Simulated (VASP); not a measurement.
Set up this calculation in VASP 6.6.1, as the native input.

```yaml
Task: single point
Functional: PBE
Potentials_or_basis: VASP PAW PBE potentials, release 64 (Si, B, C)
Cutoff: 520 eV
k_mesh: 4 × 4 × 6
Occupations: gaussian, width 0.1 eV
Spin: no spin polarisation
Dipole_correction: no
Further_INCAR_settings: ALGO = Normal; EDIFF = 1e-07; NBANDS = 17
```

The structure of Si2B2C lies in POSCAR:

```
Si2B2C
1.0
    4.4296768200      0.0000000000      0.0000000000
    0.0000000000      4.4296768200      0.0000000000
    0.0000000000      0.0000000000      2.9708390400
Si B C
2 2 1
Direct
    0.5000000000      0.0000000000      0.5000000000
    0.0000000000      0.5000000000      0.5000000000
    0.0000000000      0.0000000000      0.0000000000
    0.5000000000      0.5000000000      0.5000000000
    0.0000000000      0.0000000000      0.5000000000
```

One way to write it, as run:

INCAR

```
SYSTEM = Si2B2C
ALGO = Normal
EDIFF = 1E-7
ENCUT = 520
GGA = PE
ISIF = 2
ISMEAR = 0
LASPH = .TRUE.
LCHARG = .FALSE.
LREAL = .FALSE.
LWAVE = .FALSE.
NBANDS = 17
NELM = 100
PREC = Accurate
SIGMA = 0.1
```

KPOINTS

```
k-points
0
G
  4 4 6
  0 0 0
```

Potentials or basis: VASP PAW PBE potentials, release 64 (Si, B, C).

The run is started by

```sh
$ cat potpaw_PBE.64/Si/POTCAR potpaw_PBE.64/B/POTCAR potpaw_PBE.64/C/POTCAR > POTCAR
$ mpirun -np 1 vasp_std > vasp.out
```

It gave:

```json
{"Pressure": "-11.5 GPa", "Band gap on the k mesh": "zero (band 9 reaches 9.90 eV, above the bottom of band 10 at 5.74 eV)"}
```

It took 12 s on 1 thread of AMD EPYC 9R45 96-Core Processor (Zen 5) (shared host), peak memory 0.15 GiB.
